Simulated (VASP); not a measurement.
# Ti4NO3 (P-6m2) in VASP: single point with PBEsol

Aim: the single point of Ti4NO3 with PBEsol.

Everything below comes from runs of VASP 6.6.1. Logs are shortened: lines on timing, memory, paths and dates and some standing lists are left out, and cuts for length are marked.

## 1. The cell of the first run

Symmetry: P-6m2, No. 187, hexagonal system. Conventional cell: a = 5.700 Å, b = 5.700 Å, c = 2.785 Å, α = 90.00°, β = 90.00°, γ = 120.00°. Within 2.8 Å of Ti (site symmetry mm2) lie 2 N at 2.12 Å and 4 O at 2.17 Å and 4 Ti at 2.77 to 2.78 Å. Ti (site symmetry -6m2) has 6 O at 2.15 Å and 2 Ti at 2.78 Å within 2.8 Å. N (site symmetry -6m2) has 6 Ti at 2.12 Å and 2 N at 2.78 Å within 2.8 Å. Within 2.8 Å of O (site symmetry mm2) lie 6 Ti at 2.15 to 2.17 Å and 2 O at 2.78 Å.

## 2. Single point, PBEsol

Input file INCAR:

```
SYSTEM = Ti4NO3
PREC = Accurate ; ENCUT = 520
EDIFF = 1E-6 ; ISMEAR = 0
SIGMA = 0.1 ; LREAL = .False.
LASPH = .True. ; NELM = 100
ALGO = Normal ; ISIF = 2
LWAVE = .False. ; LCHARG = .False.
GGA = PS ; NBANDS = 46
```

Input file KPOINTS:

```
regular mesh
0
Gamma
  12 12 14
  0 0 0
```

Input file POSCAR:

```
Ti4NO3
1.0
    5.7004775827      0.0000000000      0.0000000000
   -2.8502387913      4.9367584003      0.0000000000
    0.0000000000      0.0000000000      2.7847251548
Ti N O
4 1 3
Direct
    0.3244593903      0.1622296952      0.0000000000
    0.3333333333      0.6666666667      0.0000000000
    0.8377703048      0.1622296952      0.0000000000
    0.8377703048      0.6755406097      0.0000000000
    0.0000000000      0.0000000000      0.5000000000
    0.0011776695      0.5005888347      0.5000000000
    0.4994111653      0.9988223305      0.5000000000
    0.4994111653      0.5005888347      0.5000000000
```

Potentials or basis: VASP PAW PBE potentials, release 64 (Ti_sv, N, O).

Run with:

```console
$ cat potpaw_PBE.64/Ti_sv/POTCAR potpaw_PBE.64/N/POTCAR potpaw_PBE.64/O/POTCAR > POTCAR
$ mpirun -np 1 vasp_std > vasp.out
```

OUTCAR:

```text
SYSTEM = Ti4NO3
   PREC = Accurate
   ENCUT = 520
   EDIFF = 1E-6
   ISMEAR = 0
   LREAL = .False.
   LASPH = .True.
   NELM = 100
   ISIF = 2
   GGA = PS

 ion  position               nearest neighbor table
   1  0.324  0.162  0.000-   5 2.12   5 2.12   8 2.17   8 2.17   7 2.17   7 2.17   3 2.77   4 2.77
                             2 2.85   2 2.85
   2  0.333  0.667  0.000-   7 2.15   7 2.15   6 2.15   6 2.15   8 2.15   8 2.15   1 2.85   1 2.85
                             4 2.85   4 2.85   3 2.85   3 2.85
   3  0.838  0.162  0.000-   5 2.12   5 2.12   6 2.17   6 2.17   7 2.17   7 2.17   4 2.77   1 2.77
                             2 2.85   2 2.85
   4  0.838  0.676  0.000-   5 2.12   5 2.12   8 2.17   8 2.17   6 2.17   6 2.17   3 2.77   1 2.77
                             2 2.85   2 2.85
   5  0.000  0.000  0.500-   4 2.12   4 2.12   1 2.12   1 2.12   3 2.12   3 2.12
   6  0.001  0.501  0.500-   2 2.15   2 2.15   3 2.17   3 2.17   4 2.17   4 2.17
   7  0.499  0.999  0.500-   2 2.15   2 2.15   3 2.17   3 2.17   1 2.17   1 2.17
   8  0.499  0.501  0.500-   2 2.15   2 2.15   1 2.17   1 2.17   4 2.17   4 2.17

  LATTYP: Found a hexagonal cell.
 ALAT       =     5.7004775827
 C/A-ratio  =     0.4885073425

  Lattice vectors:

 A1 = (   5.7004775827,   0.0000000000,   0.0000000000)
 A2 = (  -2.8502387913,   4.9367584003,   0.0000000000)
 A3 = (   0.0000000000,   0.0000000000,   2.7847251548)

Analysis of symmetry for initial positions (statically):
=====================================================================
 Subroutine PRICEL returns:
 Original cell was already a primitive cell.

 Routine SETGRP: Setting up the symmetry group for a
 hexagonal supercell.

 Subroutine GETGRP returns: Found 12 space group operations
 (whereof 12 operations were pure point group operations)
 out of a pool of 24 trial point group operations.

The static configuration has the point symmetry D_3h.

Analysis of symmetry for dynamics (positions and initial velocities):
=====================================================================
 Subroutine PRICEL returns:
 Original cell was already a primitive cell.

 Routine SETGRP: Setting up the symmetry group for a
 hexagonal supercell.

 Subroutine GETGRP returns: Found 12 space group operations
 (whereof 12 operations were pure point group operations)
 out of a pool of 24 trial point group operations.

The dynamic configuration has the point symmetry D_3h.

 Subroutine INISYM returns: Found 12 space group operations
 (whereof 12 operations are pure point group operations),
 and found     1 'primitive' translations

----------------------------------------------------------------------------------------

                                     Primitive cell

  volume of cell :      78.3674

  direct lattice vectors                    reciprocal lattice vectors
     5.700477583  0.000000000  0.000000000     0.175423898  0.101281035  0.000000000
    -2.850238791  4.936758400  0.000000000     0.000000000  0.202562070  0.000000000
     0.000000000  0.000000000  2.784725155     0.000000000  0.000000000  0.359101866

  length of vectors
     5.700477583  5.700477583  2.784725155     0.202562070  0.202562070  0.359101866

  position of ions in fractional coordinates (direct lattice)
     0.324459390  0.162229695  0.000000000
     0.333333333  0.666666667  0.000000000
     0.837770305  0.162229695  0.000000000
     0.837770305  0.675540610  0.000000000
     0.000000000  0.000000000  0.500000000
     0.001177670  0.500588835  0.500000000
     0.499411165  0.998822330  0.500000000
     0.499411165  0.500588835  0.500000000

  ion indices of the primitive-cell ions
   primitive index   ion index
                 1           1
                 2           2
                 3           3
                 4           4
                 5           5
                 6           6
                 7           7
                 8           8

----------------------------------------------------------------------------------------

 KPOINTS: regular mesh

Automatic generation of k-mesh.
 Grid dimensions read from file:
 generate k-points for:   12   12   14

 Generating k-lattice:

  Cartesian coordinates                     Fractional coordinates (reciprocal lattice)
     0.014618658  0.008440086  0.000000000     0.083333333  0.000000000  0.000000000
     0.000000000  0.016880172  0.000000000     0.000000000  0.083333333  0.000000000
     0.000000000  0.000000000  0.025650133     0.000000000  0.000000000  0.071428571

  Length of vectors
     0.016880172  0.016880172  0.025650133

  Shift w.r.t. Gamma in fractional coordinates (k-lattice)
     0.000000000  0.000000000  0.000000000

 Subroutine IBZKPT returns following result:
 ===========================================

 Found    152 irreducible k-points:

 Following reciprocal coordinates:
            Coordinates               Weight
  0.000000  0.000000  0.000000      1.000000
  0.083333  0.000000  0.000000      6.000000
  0.166667  0.000000  0.000000      6.000000
  0.250000  0.000000  0.000000      6.000000
  0.333333  0.000000  0.000000      6.000000
  0.416667  0.000000  0.000000      6.000000
[... 16 lines left out ...]
  0.250000  0.000000  0.071429     12.000000
  0.333333  0.000000  0.071429     12.000000
 [... further k-points ...]
   k-points           NKPTS =    152   k-points in BZ     NKDIM =    152   number of bands    NBANDS=     46
   number of dos      NEDOS =    301   number of ions     NIONS =      8
   total plane-waves  NPLWV =  42336
   dimension x,y,z NGX =    42 NGY =   42 NGZ =   24
   dimension x,y,z NGXF=    84 NGYF=   84 NGZF=   48
   ions per type =               4   1   3
   NGX,Y,Z   is equivalent  to a cutoff of  12.25, 12.25, 14.33 a.u.
   NGXF,Y,Z  is equivalent  to a cutoff of  24.50, 24.50, 28.66 a.u.
 SYSTEM =  Ti4NO3
   PREC   = accura    normal or accurate (medium, high low for compatibility)
   ISTART =      0    job   : 0-new  1-cont  2-samecut
   ICHARG =      2    charge: 1-file 2-atom 10-const
   ISPIN  =      1    spin polarized calculation?
   LNONCOLLINEAR =      F non collinear calculations
   LSORBIT =      F    spin-orbit coupling
   LASPH  =      T    aspherical Exc in radial PAW
   ENCUT  =  520.0 eV  38.22 Ry    6.18 a.u.  10.60 10.60  5.18*2*pi/ulx,y,z
   NELM   =    100;   NELMIN=  2; NELMDL= -5     # of ELM steps
   EDIFF  = 0.1E-05   stopping-criterion for ELM
   LREAL  =      F    real-space projection
   EDIFFG = 0.1E-04   stopping-criterion for IOM
   NSW    =      0    number of steps for IOM
   IBRION =     -1    ionic relax: 0-MD 1-quasi-New 2-CG
   NFREE  =      0    steps in history (QN), initial steepest desc. (CG)
   ISIF   =      2    stress and relaxation
   ISYM   =      2    0-nonsym 1-usesym 2-fastsym
   POTIM  = 0.5000    time-step for ionic-motion
   TEBEG  =    0.0;   TEEND  =   0.0 temperature during run
   PSTRESS=    0.0 pullay stress
   NELECT =      71.0000    total number of electrons
   NUPDOWN=      -1.0000    fix difference up-down
   EMIN   =  10.00;   EMAX   =-10.00  energy-range for DOS
   EFERMI =   0.00;   METHOD = LEGACY
   ISMEAR =     0;   SIGMA  =   0.10  broadening in eV -4-tet -1-fermi 0-gaus
   EFERMI_NEDOS =   21; number of points for ismear=-14 and -15
   IALGO  =     38    algorithm
   IMIX   =      4    mixing-type and parameters
     AMIX     =   0.40;   BMIX     =  1.00
     AMIX_MAG =   1.60;   BMIX_MAG =  1.00
  volume/ion in A,a.u.               =       9.80        66.11
  Fermi-wavevector in a.u.,A,eV,Ry     =   1.584100  2.993514 34.142069  2.509371
  Thomas-Fermi vector in A             =   2.683769
   LORBIT       =      0    0 simple, 1 ext, 2 COOP (PROOUT), +10 PAW based schemes
   GGA     = PS    functional components
   LHFCALC =     F    Hartree Fock is set to
   AEXX    =    0.0000 exact exchange contribution
   IVDW    =     0    specifies the selected vdW correction
   LEPSILON=     F    determine dielectric tensor
   LRPA    =     F    only Hartree local field effects (RPA)
 non-spin polarized calculation
 Gauss-broadening in eV      SIGMA  =   0.10
  energy-cutoff  :      520.00
  volume of cell :       78.37
 maximum number of plane-waves:      2131
   NGX = 21   NGY = 21   NGZ = 11

 number of electron      71.0000017 magnetization

 Free energy of the ion-electron system (eV)
  ---------------------------------------------------
  ext. energy  EPLUGINS =         0.00000000
  ---------------------------------------------------
  free energy    TOTEN  =       -76.61056523 eV

  energy without entropy =      -76.58837271  energy(sigma->0) =      -76.59946897

 E-fermi :  10.4027     XC(G=0): -13.0287

 val. band max:       10.4011235921   @ k =   0.1667   0.0833   0.4286
 cond. band min:      10.4041822070   @ k =   0.1667   0.0000   0.4286
 fundamental gap:      0.0030586149
 Fermi energy:        10.4027451810

 k-point     1 :       0.0000    0.0000    0.0000
  band No.  band energies     occupation
      1     -46.6167      2.00000
      2     -46.4449      2.00000
      3     -46.3695      2.00000
      4     -46.3695      2.00000
      5     -23.3515      2.00000
      6     -23.3515      2.00000
[... 38 lines left out ...]
     45      13.3472      0.00000
     46      13.4904      0.00000

 k-point     2 :       0.0833    0.0000    0.0000
  band No.  band energies     occupation
      1     -46.6159      2.00000
      2     -46.4444      2.00000
      3     -46.3708      2.00000
      4     -46.3695      2.00000
      5     -23.3447      2.00000
      6     -23.3405      2.00000
[... 38 lines left out ...]
     45      13.2154      0.00000
     46      13.4825      0.00000

 k-point     3 :       0.1667    0.0000    0.0000
  band No.  band energies     occupation
      1     -46.6137      2.00000
      2     -46.4431      2.00000
      3     -46.3744      2.00000
      4     -46.3695      2.00000
      5     -23.3255      2.00000
      6     -23.3092      2.00000
[... 38 lines left out ...]
     45      13.2303      0.00000
     46      13.3421      0.00000

 k-point     4 :       0.2500    0.0000    0.0000
  band No.  band energies     occupation
      1     -46.6107      2.00000
      2     -46.4409      2.00000
      3     -46.3798      2.00000
      4     -46.3695      2.00000
      5     -23.2969      2.00000
      6     -23.2619      2.00000
[... 920 lines left out ...]
     45      13.1803      0.00000
     46      13.4742      0.00000

 k-point    23 :       0.2500    0.0000    0.0714
  band No.  band energies     occupation
      1     -46.6069      2.00000
      2     -46.4372      2.00000
      3     -46.3762      2.00000
      4     -46.3659      2.00000
      5     -23.2888      2.00000
      6     -23.2541      2.00000
[... 38 lines left out ...]
     45      13.1548      0.00000
     46      13.3069      0.00000

 k-point    24 :       0.3333    0.0000    0.0714
  band No.  band energies     occupation
      1     -46.6038      2.00000
      2     -46.4345      2.00000
      3     -46.3821      2.00000
      4     -46.3660      2.00000
      5     -23.2569      2.00000
      6     -23.2003      2.00000
[... 38 lines left out ...]
     45      13.1926      0.00000
     46      13.2255      0.00000

 [... further k-points ...]
[... 5 lines left out ...]
  --------------------------------------------------------------------------------------
  -------------------------------------------------------------------------------------
  Total       -3.8844488     -3.8844488     -4.4574859     -0.0000000     -0.0000000      0.0000000
  in kB      -79.4153647    -79.4153647    -91.1307838     -0.0000000     -0.0000000      0.0000000
  external PRESSURE =     -83.3205044 kB  Pullay stress =       0.0000000 kB

 VOLUME and BASIS-vectors are now :
 -----------------------------------------------------------------------------
  energy-cutoff  :      520.00
  volume of cell :       78.37
      direct lattice vectors                 reciprocal lattice vectors
     5.700477583  0.000000000  0.000000000     0.175423898  0.101281035  0.000000000
    -2.850238791  4.936758400  0.000000000     0.000000000  0.202562070  0.000000000
     0.000000000  0.000000000  2.784725155     0.000000000  0.000000000  0.359101866

 POSITION                                       TOTAL-FORCE (eV/Angst)
 -----------------------------------------------------------------------------------
      1.38718      0.80089      0.00000         0.023165      0.013374     -0.000000
     -0.00000      3.29117      0.00000        -0.000000      0.000000      0.000000
      4.31330      0.80089      0.00000        -0.023165      0.013374     -0.000000
      2.85024      3.33498      0.00000        -0.000000     -0.026749      0.000000
      0.00000      0.00000      1.39236        -0.000000      0.000000      0.000000
     -1.42008      2.47129      1.39236         0.020285      0.011711      0.000000
      0.00000      4.93094      1.39236        -0.000000     -0.023423     -0.000000
      1.42008      2.47129      1.39236        -0.020285      0.011711      0.000000
 -----------------------------------------------------------------------------------
    total drift:                               -0.000001      0.000000     -0.000000

  FREE ENERGIE OF THE ION-ELECTRON SYSTEM (eV)
  ---------------------------------------------------
  free  energy   TOTEN  =       -76.6105652319 eV

  energy  without entropy=      -76.5883727123  energy(sigma->0) =      -76.59946897
```

Run time: 9 min. Hardware: 1 thread of Intel Xeon 6975P-C (Granite Rapids), shared host; peak memory 0.49 GiB.

Results:

* Free energy: -76.6106 eV
* Pressure: -8.3 GPa
* Largest force: 0.027 eV/Å

Forces on the atoms (eV/Å):
```
Ti   0.023  0.013  0.000
Ti   0.000  0.000  0.000
Ti  -0.023  0.013  0.000
Ti   0.000 -0.027  0.000
N    0.000  0.000  0.000
O    0.020  0.012  0.000
O    0.000 -0.023  0.000
O   -0.020  0.012  0.000
```

Levels at points of the mesh, in eV from the Fermi level:
```tsv
k point	band 33	band 34	band 35	band 36	band 37	band 38	band 39	band 40
(0.00, 0.00, 0.00)	-2.22	-1.88	-1.75	-1.75	2.13	2.22	2.22	2.26
(0.50, 0.00, 0.00)	-1.58	-1.48	-0.46	-0.23	0.98	1.37	1.57	1.59
(0.00, 0.00, 0.50)	-0.07	-0.07	0.14	0.58	0.58	2.00	2.31	2.31
(0.50, 0.00, 0.50)	-0.54	-0.30	-0.10	-0.04	1.66	1.88	1.95	2.25
```

Caveat: the PAW data sets were made with another functional, which shifts forces and pressure a little; an odd number of electrons without spin polarisation forces a metal; a magnetic or distorted state may lie lower.
